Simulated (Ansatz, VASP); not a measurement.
**Two plane-wave programs on GeCl3**

```
Ge Cl
1.0
    -3.10964    3.10964    2.56267
     3.10964   -3.10964    2.56267
     3.10964    3.10964   -2.56267
Ge Cl
1 3
Direct
  0.50000 0.50000 0.00000
  0.75000 0.25000 0.50000
  0.25000 0.75000 0.50000
  0.00000 0.00000 0.00000
```

Alike in both runs: functional PBE; k mesh 12 × 12 × 12; occupations gaussian, width 0.1 eV; no spin polarisation.

Ansatz relaxed the structure, and its values are those at the end. VASP's run is a single point on that final structure, the one shown.

```csv
,VASP,Ansatz
version,VASP 6.6.1,Ansatz 0.2.0
potentials or method,"VASP PAW PBE potentials, release 64 (Ge_d, Cl), cutoff 520 eV","scalar-relativistic, plane waves, PAW"
valence electrons in the cell,35,35
```

```csv
,VASP,Ansatz,Ansatz less VASP
gap on the k mesh at the Fermi level (eV),none,none,-
pressure (GPa),-0.1,0.0,+0.07
```

A gap of «none» marks a metal or a gap that the smearing closes.
